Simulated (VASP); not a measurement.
# Al3Ni2 (P-3m1) in VASP: a series of runs

The runs below take Al3Ni2 through single point, with r2SCAN.

Everything below comes from runs of VASP 6.6.1. Logs are shortened: lines on timing, memory, paths and dates and some standing lists are left out, and cuts for length are marked.

## 1. The cell of the first run

It takes space group P-3m1 (No. 164, trigonal). The conventional cell has a = 3.681 Å, b = 3.681 Å, c = 4.502 Å, α = 90.00°, β = 90.00°, γ = 120.00°. Within 2.9 Å of Al (site symmetry -3m) lie 6 Ni at 2.23 Å and 6 Al at 2.66 Å. Al (site symmetry 3m) has 5 Ni at 2.23 to 2.32 Å and 6 Al at 2.49 to 2.66 Å within 3.0 Å. Ni (site symmetry 3m) has 8 Al at 2.23 to 2.32 Å and 3 Ni at 2.51 Å within 2.9 Å.

## 2. Single point, r2SCAN

Contents of POSCAR:

```
Al3Ni2
1.0
    3.6813471528      0.0000000000      0.0000000000
   -1.8406735764      3.1881401545      0.0000000000
    0.0000000000      0.0000000000      4.5024598658
Al Ni
3 2
Direct
    0.0000000000      0.0000000000      0.0000000000
    0.3333333333      0.6666666667      0.6444788964
    0.6666666667      0.3333333333      0.3555211036
    0.3333333333      0.6666666667      0.1489359926
    0.6666666667      0.3333333333      0.8510640074
```

Contents of INCAR.step1:

```
PREC = Accurate ; ENCUT = 520
ISMEAR = 0 ; SIGMA = 0.1
LREAL = F ; LASPH = T
NELM = 100 ; NBANDS = 22
GGA = PE ; ALGO = Normal
EDIFF = 1E-4 ; LWAVE = T
LCHARG = F
```

Contents of INCAR.step2:

```
PREC = Accurate ; ENCUT = 520
EDIFF = 1E-7 ; ISMEAR = 0
SIGMA = 0.1 ; LREAL = F
LASPH = T ; NELM = 100
ALGO = Normal ; ISIF = 2
LWAVE = F ; LCHARG = T
METAGGA = R2SCAN ; LMIXTAU = T
LELF = T ; LVHAR = T
NBANDS = 22 ; ISTART = 1
```

Contents of KPOINTS:

```
Automatic mesh
0
Gamma
  12 12 8
```

Potentials or basis: VASP PAW PBE potentials, release 64 (Al, Ni).

The run is started by

```
$ cat potpaw_PBE.64/Al/POTCAR potpaw_PBE.64/Ni/POTCAR > POTCAR
$ cp INCAR.step1 INCAR
$ mpirun -np 1 vasp_std > vasp.out
$ cp INCAR.step2 INCAR
$ mpirun -np 1 vasp_std > vasp.out
```

OUTCAR:

```text
PREC = Accurate
   ENCUT = 520
   EDIFF = 1E-7
   ISMEAR = 0
   LREAL = F
   LASPH = T
   NELM = 100
   ISIF = 2
   METAGGA = R2SCAN
   ISTART = 1

 ion  position               nearest neighbor table
   1  0.000  0.000  0.000-   4 2.23   5 2.23   5 2.23   4 2.23   5 2.23   4 2.23   2 2.66   3 2.66
                             2 2.66   3 2.66   3 2.66   2 2.66
   2  0.333  0.667  0.644-   4 2.23   4 2.27   5 2.32   5 2.32   5 2.32   3 2.49   3 2.49   3 2.49
                             1 2.66   1 2.66   1 2.66
   3  0.667  0.333  0.356-   5 2.23   5 2.27   4 2.32   4 2.32   4 2.32   2 2.49   2 2.49   2 2.49
                             1 2.66   1 2.66   1 2.66
   4  0.333  0.667  0.149-   1 2.23   1 2.23   1 2.23   2 2.23   2 2.27   3 2.32   3 2.32   3 2.32
                             5 2.51   5 2.51   5 2.51
   5  0.667  0.333  0.851-   1 2.23   1 2.23   1 2.23   3 2.23   3 2.27   2 2.32   2 2.32   2 2.32
                             4 2.51   4 2.51   4 2.51

  LATTYP: Found a hexagonal cell.
 ALAT       =     3.6813471528
 C/A-ratio  =     1.2230468030

  Lattice vectors:

 A1 = (   3.6813471528,   0.0000000000,   0.0000000000)
 A2 = (  -1.8406735764,   3.1881401545,   0.0000000000)
 A3 = (   0.0000000000,   0.0000000000,   4.5024598658)

Analysis of symmetry for initial positions (statically):
=====================================================================
 Subroutine PRICEL returns:
 Original cell was already a primitive cell.

 Routine SETGRP: Setting up the symmetry group for a
 hexagonal supercell.

 Subroutine GETGRP returns: Found 12 space group operations
 (whereof 12 operations were pure point group operations)
 out of a pool of 24 trial point group operations.

The static configuration has the point symmetry D_3d.

Analysis of symmetry for dynamics (positions and initial velocities):
=====================================================================
 Subroutine PRICEL returns:
 Original cell was already a primitive cell.

 Routine SETGRP: Setting up the symmetry group for a
 hexagonal supercell.

 Subroutine GETGRP returns: Found 12 space group operations
 (whereof 12 operations were pure point group operations)
 out of a pool of 24 trial point group operations.

The dynamic configuration has the point symmetry D_3d.

 Subroutine INISYM returns: Found 12 space group operations
 (whereof 12 operations are pure point group operations),
 and found     1 'primitive' translations

----------------------------------------------------------------------------------------

                                     Primitive cell

  volume of cell :      52.8438

  direct lattice vectors                    reciprocal lattice vectors
     3.681347153  0.000000000  0.000000000     0.271639690  0.156831248  0.000000000
    -1.840673576  3.188140155  0.000000000     0.000000000  0.313662496  0.000000000
     0.000000000  0.000000000  4.502459866     0.000000000  0.000000000  0.222100814

  length of vectors
     3.681347153  3.681347153  4.502459866     0.313662496  0.313662496  0.222100814

  position of ions in fractional coordinates (direct lattice)
     0.000000000  0.000000000  0.000000000
     0.333333333  0.666666667  0.644478896
     0.666666667  0.333333333  0.355521104
     0.333333333  0.666666667  0.148935993
     0.666666667  0.333333333  0.851064007

  ion indices of the primitive-cell ions
   primitive index   ion index
                 1           1
                 2           2
                 3           3
                 4           4
                 5           5

----------------------------------------------------------------------------------------

 KPOINTS: Automatic mesh

Automatic generation of k-mesh.
 Grid dimensions read from file:
 generate k-points for:   12   12    8

 Generating k-lattice:

  Cartesian coordinates                     Fractional coordinates (reciprocal lattice)
     0.022636641  0.013069271  0.000000000     0.083333333  0.000000000  0.000000000
     0.000000000  0.026138541  0.000000000     0.000000000  0.083333333  0.000000000
     0.000000000  0.000000000  0.027762602     0.000000000  0.000000000  0.125000000

  Length of vectors
     0.026138541  0.026138541  0.027762602

  Shift w.r.t. Gamma in fractional coordinates (k-lattice)
     0.000000000  0.000000000  0.000000000

 Subroutine IBZKPT returns following result:
 ===========================================

 Found    131 irreducible k-points:

 Following reciprocal coordinates:
            Coordinates               Weight
  0.000000  0.000000  0.000000      1.000000
  0.083333  0.000000  0.000000      6.000000
  0.166667  0.000000  0.000000      6.000000
  0.250000 -0.000000  0.000000      6.000000
  0.333333  0.000000  0.000000      6.000000
  0.416667 -0.000000  0.000000      6.000000
[... 16 lines left out ...]
  0.166667  0.000000  0.125000      6.000000
  0.000000  0.166667  0.125000      6.000000
 [... further k-points ...]
   k-points           NKPTS =    131   k-points in BZ     NKDIM =    131   number of bands    NBANDS=     22
   number of dos      NEDOS =    301   number of ions     NIONS =      5
   total plane-waves  NPLWV =  28224
   dimension x,y,z NGX =    28 NGY =   28 NGZ =   36
   dimension x,y,z NGXF=    56 NGYF=   56 NGZF=   72
   ions per type =               3   2
   NGX,Y,Z   is equivalent  to a cutoff of  12.64, 12.64, 13.29 a.u.
   NGXF,Y,Z  is equivalent  to a cutoff of  25.29, 25.29, 26.58 a.u.
 SYSTEM =  unknown system
   PREC   = accura    normal or accurate (medium, high low for compatibility)
   ISTART =      1    job   : 0-new  1-cont  2-samecut
   ICHARG =      0    charge: 1-file 2-atom 10-const
   ISPIN  =      1    spin polarized calculation?
   LNONCOLLINEAR =      F non collinear calculations
   LSORBIT =      F    spin-orbit coupling
   LASPH  =      T    aspherical Exc in radial PAW
   ENCUT  =  520.0 eV  38.22 Ry    6.18 a.u.   6.84  6.84  8.37*2*pi/ulx,y,z
   NELM   =    100;   NELMIN=  2; NELMDL=  0     # of ELM steps
   EDIFF  = 0.1E-06   stopping-criterion for ELM
   LREAL  =      F    real-space projection
   EDIFFG = 0.1E-05   stopping-criterion for IOM
   NSW    =      0    number of steps for IOM
   IBRION =     -1    ionic relax: 0-MD 1-quasi-New 2-CG
   NFREE  =      0    steps in history (QN), initial steepest desc. (CG)
   ISIF   =      2    stress and relaxation
   ISYM   =      2    0-nonsym 1-usesym 2-fastsym
   POTIM  = 0.5000    time-step for ionic-motion
   TEBEG  =    0.0;   TEEND  =   0.0 temperature during run
   PSTRESS=    0.0 pullay stress
   NELECT =      29.0000    total number of electrons
   NUPDOWN=      -1.0000    fix difference up-down
   EMIN   =  10.00;   EMAX   =-10.00  energy-range for DOS
   EFERMI =   0.00;   METHOD = LEGACY
   ISMEAR =     0;   SIGMA  =   0.10  broadening in eV -4-tet -1-fermi 0-gaus
   EFERMI_NEDOS =   21; number of points for ismear=-14 and -15
   IALGO  =     38    algorithm
   IMIX   =      4    mixing-type and parameters
     AMIX     =   0.40;   BMIX     =  1.00
     AMIX_MAG =   1.60;   BMIX_MAG =  1.00
  volume/ion in A,a.u.               =      10.57        71.32
  Fermi-wavevector in a.u.,A,eV,Ry     =   1.340323  2.532843 24.442402  1.796466
  Thomas-Fermi vector in A             =   2.468645
   LORBIT       =      0    0 simple, 1 ext, 2 COOP (PROOUT), +10 PAW based schemes
   METAGGA = R2SCAN    functional components
   LHFCALC =     F    Hartree Fock is set to
   AEXX    =    0.0000 exact exchange contribution
   IVDW    =     0    specifies the selected vdW correction
   LEPSILON=     F    determine dielectric tensor
   LRPA    =     F    only Hartree local field effects (RPA)
 non-spin polarized calculation
 Gauss-broadening in eV      SIGMA  =   0.10
  energy-cutoff  :      520.00
  volume of cell :       52.84
 maximum number of plane-waves:      1461
   NGX = 13   NGY = 13   NGZ = 17

 number of electron      28.9999991 magnetization

 Free energy of the ion-electron system (eV)
  ---------------------------------------------------
  ext. energy  EPLUGINS =         0.00000000
  ---------------------------------------------------
  free energy    TOTEN  =       -45.16003755 eV

  energy without entropy =      -45.15495908  energy(sigma->0) =      -45.15749832

 E-fermi :  11.6583     XC(G=0): -13.2980

 val. band max:       11.6333118909   @ k =   0.3333   0.2500   0.5000
 cond. band min:      11.6807222315   @ k =   0.3333   0.3333   0.3750
 fundamental gap:      0.0474103406
 Fermi energy:        11.6583496140

 k-point     1 :       0.0000    0.0000    0.0000
  band No.  band energies     occupation
      1      -1.1950      2.00000
      2       4.9988      2.00000
      3       5.7352      2.00000
      4       6.7202      2.00000
      5       6.7202      2.00000
      6       7.3816      2.00000
[... 14 lines left out ...]
     21      20.5056      0.00000
     22      20.6171      0.00000

 k-point     2 :       0.0833    0.0000    0.0000
  band No.  band energies     occupation
      1      -1.0856      2.00000
      2       5.0635      2.00000
      3       5.7624      2.00000
      4       6.6937      2.00000
      5       6.7702      2.00000
      6       7.3377      2.00000
[... 14 lines left out ...]
     21      19.7679      0.00000
     22      19.8905      0.00000

 k-point     3 :       0.1667    0.0000    0.0000
  band No.  band energies     occupation
      1      -0.7594      2.00000
      2       5.2409      2.00000
      3       5.8025      2.00000
      4       6.6057      2.00000
      5       6.9171      2.00000
      6       7.2095      2.00000
[... 14 lines left out ...]
     21      19.6609      0.00000
     22      19.9359      0.00000
[... 476 lines left out ...]
 k-point    23 :       0.1667    0.0000    0.1250
  band No.  band energies     occupation
      1      -0.6404      2.00000
      2       4.5083      2.00000
      3       6.0626      2.00000
      4       6.6653      2.00000
      5       6.9090      2.00000
      6       7.2110      2.00000
[... 14 lines left out ...]
     21      19.9760      0.00000
     22      20.4785      0.00000

 k-point    24 :       0.0000    0.1667    0.1250
  band No.  band energies     occupation
      1      -0.6407      2.00000
      2       4.5228      2.00000
      3       6.0999      2.00000
      4       6.5857      2.00000
      5       6.8821      2.00000
      6       7.2915      2.00000
[... 14 lines left out ...]
     21      19.9762      0.00000
     22      20.3697      0.00000

 [... further k-points ...]
[... 5 lines left out ...]
  --------------------------------------------------------------------------------------
  -------------------------------------------------------------------------------------
  Total       19.5914787     19.5914787     19.5983570      0.0000000      0.0000000      0.0000000
  in kB      593.9963417    593.9963417    594.2048843      0.0000000      0.0000000      0.0000000
  external PRESSURE =     594.0658559 kB  Pullay stress =       0.0000000 kB

 VOLUME and BASIS-vectors are now :
 -----------------------------------------------------------------------------
  energy-cutoff  :      520.00
  volume of cell :       52.84
      direct lattice vectors                 reciprocal lattice vectors
     3.681347153  0.000000000  0.000000000     0.271639690  0.156831248  0.000000000
    -1.840673576  3.188140155  0.000000000     0.000000000  0.313662496  0.000000000
     0.000000000  0.000000000  4.502459866     0.000000000  0.000000000  0.222100814

 POSITION                                       TOTAL-FORCE (eV/Angst)
 -----------------------------------------------------------------------------------
      0.00000      0.00000      0.00000         0.000000      0.000000      0.000000
     -0.00000      2.12543      2.90174         0.000000      0.000000      0.018954
      1.84067      1.06271      1.60072        -0.000000     -0.000000     -0.018954
     -0.00000      2.12543      0.67058         0.000000     -0.000000      0.030846
      1.84067      1.06271      3.83188        -0.000000      0.000000     -0.030846
 -----------------------------------------------------------------------------------
    total drift:                               -0.000000      0.000000      0.000000

  FREE ENERGIE OF THE ION-ELECTRON SYSTEM (eV)
  ---------------------------------------------------
  free  energy   TOTEN  =       -45.1600375519 eV

  energy  without entropy=      -45.1549590846  energy(sigma->0) =      -45.15749832
```

It took 15 min on 1 thread of Intel Xeon 8259CL, shared host; peak memory 0.27 GiB.

What came out:

* Free energy: -45.1600 eV
* Pressure: 59.4 GPa
* Largest force: 0.031 eV/Å
* Band gap on the k mesh: zero (an odd number of electrons rules out a gap without spin polarisation)

Forces on the atoms (eV/Å):
```
Al   0.000  0.000  0.000
Al   0.000  0.000  0.019
Al   0.000  0.000 -0.019
Ni   0.000  0.000  0.031
Ni   0.000  0.000 -0.031
```

Caveat: the cell stands under pressure; the PAW data sets were made with another functional, which shifts forces and pressure a little. Spin polarisation is off, so any magnetic state and its effect on volume and gap are missing.

## 3. Single point, r2SCAN

This run uses another cell than the first one, of 11.63 Å³/atom.

Contents of POSCAR:

```
Al3Ni2
1.0
    3.8048146239      0.0000000000      0.0000000000
   -1.9024073119      3.2950661210      0.0000000000
    0.0000000000      0.0000000000      4.6385289244
Al Ni
3 2
Direct
    0.0000000000      0.0000000000      0.0000000000
    0.3333333333      0.6666666667      0.6458607092
    0.6666666667      0.3333333333      0.3541392908
    0.3333333333      0.6666666667      0.1479137451
    0.6666666667      0.3333333333      0.8520862549
```

Contents of INCAR.step1:

```
SYSTEM = Al3Ni2
ALGO = Normal
EDIFF = 1E-4
ENCUT = 520
GGA = PE
ISMEAR = 0
LASPH = .True.
LCHARG = .False.
LREAL = .False.
LWAVE = .True.
NBANDS = 22
NELM = 80
PREC = Accurate
SIGMA = 0.1
```

Contents of INCAR.step2:

```
SYSTEM = Al3Ni2
ALGO = Normal
EDIFF = 1E-6
ENCUT = 520
ISIF = 2
ISMEAR = 0
ISTART = 1
LASPH = .True.
LCHARG = .False.
LMIXTAU = .True.
LREAL = .False.
LWAVE = .False.
METAGGA = R2SCAN
NBANDS = 22
NELM = 80
PREC = Accurate
SIGMA = 0.1
```

Contents of KPOINTS:

```
k-points
0
Gamma
  12 12 8
  0 0 0
```

Potentials or basis: VASP PAW PBE potentials, release 64 (Al, Ni).

The run is started by

```
$ cat potpaw_PBE.64/Al/POTCAR potpaw_PBE.64/Ni/POTCAR > POTCAR
$ cp INCAR.step1 INCAR
$ mpirun -np 1 vasp_std > vasp.out
$ cp INCAR.step2 INCAR
$ mpirun -np 1 vasp_std > vasp.out
```

Wall time 16 min (1 thread of Intel Xeon 8259CL, shared host); peak memory 0.28 GiB.

Results (log left out):

```yaml
Free_energy: -46.5987 eV
Pressure: 29.6 GPa
Largest_force: 0.030 eV/Å
Band_gap_on_the_k_mesh: zero (an odd number of electrons rules out a gap without spin polarisation)
```

Forces in eV/Å, atoms in the order of the input:
```
Al   0.000  0.000  0.000
Al   0.000  0.000  0.012
Al   0.000  0.000 -0.012
Ni   0.000  0.000  0.030
Ni   0.000  0.000 -0.030
```

Levels at points of the mesh, in eV from the Fermi level:
```tsv
k point	band 13	band 14	band 15	band 16	band 17	band 18
(0.00, 0.00, 0.00)	-1.61	1.43	1.43	3.68	3.68	5.86
(0.50, 0.00, 0.00)	-1.94	-1.92	-1.52	1.78	2.57	3.13
(0.00, 0.00, 0.50)	3.08	3.08	3.20	3.20	3.43	5.19
(0.50, 0.00, 0.50)	-2.17	-1.27	-0.45	1.82	2.70	4.22
```

Caveat: the cell stands under pressure; the PAW data sets were made with another functional, which shifts forces and pressure a little. Spin polarisation is off, so any magnetic state and its effect on volume and gap are missing.

[end of part 1 of 2]

The gap in the log of VASP goes by the Fermi energy; the results here count the filled bands.